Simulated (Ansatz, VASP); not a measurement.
# Two plane-wave programs on Se

INCAR

```
SYSTEM = Se
PREC = Accurate
ENCUT = 520
EDIFF = 1E-7
ISMEAR = -1
SIGMA = 0.1
LREAL = .FALSE.
LASPH = .TRUE.
NELM = 100
ALGO = Normal
ISIF = 2
LWAVE = .FALSE.
LCHARG = .FALSE.
GGA = PE
NBANDS = 13
```

The input KPOINTS:

```
Automatic mesh
0
G
  16 16 13
  0 0 0
```

Contents of POSCAR:

```
Se
1.0
    3.6129848379      0.0000000000      0.0000000000
   -1.8064924190      3.1289366531      0.0000000000
    0.0000000000      0.0000000000      3.7955613203
Se
2
Direct
    0.3333333333      0.6666666667      0.2500000000
    0.6666666667      0.3333333333      0.7500000000
```

Input for Ansatz:

```yaml
crystal:
  lattice:
    - [3.6129848379, 0.0, 0.0]
    - [-1.806492419, 3.1289366531, 0.0]
    - [0.0, 0.0, 3.7955613203]
  atoms:
    - { symbol: Se, position: [0.3333333333, 0.6666666667, 0.25] }
    - { symbol: Se, position: [0.6666666667, 0.3333333333, 0.75] }
hamiltonian:
  xc: pbe
  pseudopotentials:
    kind: paw
    azcp:
      Se: "pseudopotentials/Se.paw.azcp"
basis:
  ecutwfc: 420
  fft_grid_basis: typed
kpoints:
  mp_grid: { grid: [16, 16, 13], shift: [0, 0, 0] }
magnetization:
  spin_polarized: false
scf:
  occupations: { method: fermi_dirac, width: 0.1 }
output:
  stress: true
```

Alike in both runs: task single point; functional PBE; k mesh 16 × 16 × 13; occupations fermi-dirac, width 0.1 eV; no spin polarisation.

|  | VASP | Ansatz |
| --- | --- | --- |
| version | VASP 6.6.1 | Ansatz 0.2.0 |
| potentials or method | VASP PAW PBE potentials, release 64 (Se), cutoff 520 eV | plane waves (420 eV) with PAW, scalar-relativistic |
| valence electrons in the cell | 12 | 32 |

```csv
,VASP,Ansatz,Ansatz less VASP
pressure (GPa),2.8,2.8,-0.03
"traceless stress, the component that is largest in VASP (GPa)",0.30,0.29,-0.014
```

VASP's potentials hold 12 valence electrons a cell and Ansatz's 32, so a difference there can come from the potentials and not from the codes.
